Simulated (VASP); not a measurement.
# Si (I4_1/amd) in VASP: notebook

Runs on Si. Level: r2SCAN. Tasks: single point.

All numbers are computed with VASP 6.6.1; they aren't measurements. Logs are shortened: lines on timing, memory, paths and dates and some standing lists are left out, and cuts for length are marked.

**1. The cell of the first run**

The structure is tetragonal, space group I4_1/amd (No. 141). The conventional cell has a = 3.850 Å, b = 3.850 Å, c = 5.009 Å, α = 90.00°, β = 90.00°, γ = 90.00°. Within 3.0 Å of Si (site symmetry -4m2) lie 4 Si at 2.30 Å.

**2. Single point, r2SCAN (strain +0.000 along x and y, -0.080 along z)**

POSCAR reads:

```
Si
1.0
    0.0000000000      2.7221053414      2.5043369141
    2.7221053414      0.0000000000      2.5043369141
    2.7221053414      2.7221053414      0.0000000000
Si
2
Direct
    0.5000000000      0.5000000000      0.5000000000
    0.7500000000      0.7500000000      0.7500000000
```

INCAR.step1 reads:

```
SYSTEM = Si
PREC = Accurate ; ENCUT = 520
ISMEAR = 0 ; SIGMA = 0.05
LREAL = .False. ; LASPH = .True.
NELM = 100 ; NBANDS = 11
GGA = PE ; ALGO = Normal
EDIFF = 1E-4 ; LWAVE = .True.
LCHARG = .False.
```

INCAR.step2 reads:

```
SYSTEM = Si
PREC = Accurate ; ENCUT = 520
EDIFF = 1E-6 ; ISMEAR = 0
SIGMA = 0.05 ; LREAL = .False.
LASPH = .True. ; NELM = 100
ALGO = Normal ; ISIF = 2
LWAVE = .False. ; LCHARG = .False.
METAGGA = R2SCAN ; LMIXTAU = .True.
NBANDS = 11 ; ISTART = 1
```

KPOINTS reads:

```
regular mesh
0
Gamma
  8 8 8
  0 0 0
```

Potentials or basis: VASP PAW PBE potentials, release 64 (Si).

Launch:

```
> cat potpaw_PBE.64/Si/POTCAR > POTCAR
> cp INCAR.step1 INCAR
> mpirun -np 1 vasp_std > vasp.out
> cp INCAR.step2 INCAR
> mpirun -np 1 vasp_std > vasp.out
```

OUTCAR:

```text
SYSTEM = Si
   PREC = Accurate
   ENCUT = 520
   EDIFF = 1E-6
   ISMEAR = 0
   LREAL = .False.
   LASPH = .True.
   NELM = 100
   ISIF = 2
   METAGGA = R2SCAN
   ISTART = 1

 ion  position               nearest neighbor table
   1  0.500  0.500  0.500-   2 2.30   2 2.30   2 2.30   2 2.30
   2  0.750  0.750  0.750-   1 2.30   1 2.30   1 2.30   1 2.30

  LATTYP: Found a body centered tetragonal cell.
 ALAT       =     3.8496382920
 C/A-ratio  =     1.3010764774

  Lattice vectors:

 A1 = (   0.0000000000,  -2.7221053414,  -2.5043369141)
 A2 = (   0.0000000000,   2.7221053414,  -2.5043369141)
 A3 = (   2.7221053414,   0.0000000000,   2.5043369141)

Analysis of symmetry for initial positions (statically):
=====================================================================
 Subroutine PRICEL returns:
 Original cell was already a primitive cell.

 Routine SETGRP: Setting up the symmetry group for a
 body centered tetragonal supercell.

 Subroutine GETGRP returns: Found 16 space group operations
 (whereof  8 operations were pure point group operations)
 out of a pool of 16 trial point group operations.

The static configuration has the point symmetry D_2d.
 The point group associated with its full space group is D_4h.

Analysis of symmetry for dynamics (positions and initial velocities):
=====================================================================
 Subroutine PRICEL returns:
 Original cell was already a primitive cell.

 Routine SETGRP: Setting up the symmetry group for a
 body centered tetragonal supercell.

 Subroutine GETGRP returns: Found 16 space group operations
 (whereof  8 operations were pure point group operations)
 out of a pool of 16 trial point group operations.

The dynamic configuration has the point symmetry D_2d.
 The point group associated with its full space group is D_4h.

 Subroutine INISYM returns: Found 16 space group operations
 (whereof  8 operations are pure point group operations),
 and found     1 'primitive' translations

----------------------------------------------------------------------------------------

                                     Primitive cell

  volume of cell :      37.1136

  direct lattice vectors                    reciprocal lattice vectors
     0.000000000  2.722105341  2.504336914    -0.183681356  0.183681356  0.199653648
     2.722105341  0.000000000  2.504336914     0.183681356 -0.183681356  0.199653648
     2.722105341  2.722105341  0.000000000     0.183681356  0.183681356 -0.199653648

  length of vectors
[... 91 lines left out ...]
   TEBEG  =    0.0;   TEEND  =   0.0 temperature during run
   PSTRESS=    0.0 pullay stress
   NELECT =       8.0000    total number of electrons
   NUPDOWN=      -1.0000    fix difference up-down
   EMIN   =  10.00;   EMAX   =-10.00  energy-range for DOS
   EFERMI =   0.00;   METHOD = LEGACY
   ISMEAR =     0;   SIGMA  =   0.05  broadening in eV -4-tet -1-fermi 0-gaus
   EFERMI_NEDOS =   21; number of points for ismear=-14 and -15
   IALGO  =     38    algorithm
   IMIX   =      4    mixing-type and parameters
     AMIX     =   0.40;   BMIX     =  1.00
     AMIX_MAG =   1.60;   BMIX_MAG =  1.00
  volume/ion in A,a.u.               =      18.56       125.23
  Fermi-wavevector in a.u.,A,eV,Ry     =   0.981584  1.854924 13.109300  0.963506
  Thomas-Fermi vector in A             =   2.112601
   LORBIT       =      0    0 simple, 1 ext, 2 COOP (PROOUT), +10 PAW based schemes
   METAGGA = R2SCAN    functional components
   LHFCALC =     F    Hartree Fock is set to
   AEXX    =    0.0000 exact exchange contribution
   IVDW    =     0    specifies the selected vdW correction
   LEPSILON=     F    determine dielectric tensor
   LRPA    =     F    only Hartree local field effects (RPA)
 non-spin polarized calculation
 Gauss-broadening in eV      SIGMA  =   0.05
  energy-cutoff  :      520.00
  volume of cell :       37.11
 maximum number of plane-waves:      1026
   NGX = 13   NGY = 13   NGZ = 15

 number of electron       7.9999999 magnetization

 Free energy of the ion-electron system (eV)
  ---------------------------------------------------
  ext. energy  EPLUGINS =         0.00000000
  ---------------------------------------------------
  free energy    TOTEN  =       -17.41139615 eV

  energy without entropy =      -17.41128594  energy(sigma->0) =      -17.41134105

 E-fermi :   6.6885     XC(G=0): -10.1678

 val. band max:        6.4876823972   @ k =   0.1250   0.0000   0.0000
 cond. band min:       6.6884619080   @ k =   0.3750   0.3750   0.0000
 fundamental gap:      0.2007795108
 Fermi energy:         6.6884610629

 k-point     1 :       0.0000    0.0000    0.0000
  band No.  band energies     occupation
      1      -6.5367      2.00000
      2       6.3595      2.00000
      3       6.3595      2.00000
      4       6.9476      0.00000
      5       9.1547      0.00000
      6       9.4863      0.00000
      7       9.4863      0.00000
      8      11.4132      0.00000
      9      13.8976      0.00000
     10      15.4058      0.00000
     11      15.6312      0.00000
[... 309 lines left out ...]
 k-point    24 :       0.3750    0.0000    0.1250
  band No.  band energies     occupation
      1      -4.8169      2.00000
      2       0.8722      2.00000
      3       4.2881      2.00000
      4       5.0419      2.00000
      5       9.2467      0.00000
      6      10.2889      0.00000
      7      11.7568      0.00000
      8      12.8171      0.00000
      9      16.2560      0.00000
     10      16.9929      0.00000
     11      18.0018      0.00000

 [... further k-points ...]

------------------------ aborting loop because EDIFF is reached ----------------------------------------

  FORCE on cell =-STRESS in cart. coord.  units (eV):
  Direction    XX          YY          ZZ          XY          YZ          ZX
  --------------------------------------------------------------------------------------
  -------------------------------------------------------------------------------------
  Total        1.5183671      1.5183671      3.2151919      0.0000000      0.0000000      0.0000000
  in kB       65.5472940     65.5472940    138.7985349      0.0000000      0.0000000      0.0000000
  external PRESSURE =      89.9643743 kB  Pullay stress =       0.0000000 kB

 VOLUME and BASIS-vectors are now :
 -----------------------------------------------------------------------------
  energy-cutoff  :      520.00
  volume of cell :       37.11
      direct lattice vectors                 reciprocal lattice vectors
     0.000000000  2.722105341  2.504336914    -0.183681356  0.183681356  0.199653648
     2.722105341  0.000000000  2.504336914     0.183681356 -0.183681356  0.199653648
     2.722105341  2.722105341  0.000000000     0.183681356  0.183681356 -0.199653648

 POSITION                                       TOTAL-FORCE (eV/Angst)
 -----------------------------------------------------------------------------------
      2.72211      2.72211      2.50434         0.000000      0.000000     -0.000000
      4.08316      4.08316      3.75651        -0.000000     -0.000000      0.000000
 -----------------------------------------------------------------------------------
    total drift:                                0.000000      0.000000     -0.000000

  FREE ENERGIE OF THE ION-ELECTRON SYSTEM (eV)
  ---------------------------------------------------
  free  energy   TOTEN  =       -17.4113961501 eV

  energy  without entropy=      -17.4112859449  energy(sigma->0) =      -17.41134105
```

OUTCAR.step1:

```text
SYSTEM = Si
   PREC = Accurate
   ENCUT = 520
   ISMEAR = 0
   LREAL = .False.
   LASPH = .True.
[... 560 lines left out ...]
      2.72211      2.72211      2.50434        -0.000000     -0.000000     -0.000000
      4.08316      4.08316      3.75651         0.000000      0.000000      0.000000
 -----------------------------------------------------------------------------------
    total drift:                                0.000000      0.000000     -0.000000

  FREE ENERGIE OF THE ION-ELECTRON SYSTEM (eV)
  ---------------------------------------------------
  free  energy   TOTEN  =       -10.6873260124 eV

  energy  without entropy=      -10.6870942019  energy(sigma->0) =      -10.68721011
```

Run time: 1.7 min. Hardware: 1 thread of Intel Xeon 8259CL, shared host; peak memory 0.17 GiB.

Results:

```
Free energy            : -17.4114 eV
Pressure               : 9.0 GPa
Band gap on the k mesh : zero (bands 4 and 5 overlap by 0.26 eV)
```

Caveat: the cell differs from its parent crystal (strain +0.000 along x and y, -0.080 along z); the cell stands under pressure; semilocal functionals underestimate gaps, so a narrow gap can read as zero; the PAW data sets were made with another functional, which shifts forces and pressure a little.

**3. Single point, r2SCAN (strain +0.000 along x and y, -0.040 along z)**

POSCAR reads:

```
Si
1.0
    0.0000000000      2.7221053414      2.6132211277
    2.7221053414      0.0000000000      2.6132211277
    2.7221053414      2.7221053414      0.0000000000
Si
2
Direct
    0.5000000000      0.5000000000      0.5000000000
    0.7500000000      0.7500000000      0.7500000000
```

INCAR.step1 reads:

```
ALGO = Normal ; EDIFF = 1E-4
ENCUT = 520 ; GGA = PE
ISMEAR = 0 ; LASPH = T
LCHARG = F ; LREAL = F
LWAVE = T ; NBANDS = 11
NELM = 80 ; PREC = Accurate
SIGMA = 0.05
```

INCAR.step2 reads:

```
ALGO = Normal ; EDIFF = 1E-6
ENCUT = 520 ; ISIF = 2
ISMEAR = 0 ; ISTART = 1
LASPH = T ; LCHARG = F
LMIXTAU = T ; LREAL = F
LWAVE = F ; METAGGA = R2SCAN
NBANDS = 11 ; NELM = 80
PREC = Accurate ; SIGMA = 0.05
```

KPOINTS reads:

```
k-points
0
Gamma
  8 8 8
```

Potentials or basis: VASP PAW PBE potentials, release 64 (Si).

Launch:

```
> cat potpaw_PBE.64/Si/POTCAR > POTCAR
> cp INCAR.step1 INCAR
> mpirun -np 1 vasp_std > vasp.out
> cp INCAR.step2 INCAR
> mpirun -np 1 vasp_std > vasp.out
```

It took 2 min on 1 thread of Intel Xeon 8259CL, shared host; peak memory 0.17 GiB.

Results (log left out):

| Item | Value |
| --- | --- |
| Free energy | -17.5148 eV |
| Pressure | 4.0 GPa |
| Band gap on the k mesh | 0.30 eV (least direct gap 2.47 eV) |

Stress tensor (GPa, compression positive):
```
2.64 0.00 0.00
0.00 2.64 0.00
0.00 0.00 6.73
```

Levels at points of the mesh, in eV from the valence-band top:
| k point | band 1 | band 2 | band 3 | band 4 | band 5 | band 6 | band 7 | band 8 |
| --- | --- | --- | --- | --- | --- | --- | --- | --- |
| (0.00, 0.00, 0.00) | -12.97 | -0.30 | -0.30 | 0.00 | 2.47 | 2.64 | 2.64 | 4.18 |
| (0.50, 0.00, 0.00) | -10.42 | -7.63 | -1.71 | -1.30 | 1.74 | 3.20 | 3.62 | 8.22 |
| (0.50, 0.50, 0.00) | -8.29 | -8.29 | -3.52 | -3.52 | 0.42 | 0.42 | 10.92 | 10.92 |
| (0.50, 0.00, 0.50) | -8.56 | -8.56 | -3.19 | -3.19 | 0.78 | 0.78 | 10.66 | 10.66 |

Caveat: the cell differs from its parent crystal (strain +0.000 along x and y, -0.040 along z); the cell stands under pressure; the PAW data sets were made with another functional, which shifts forces and pressure a little.
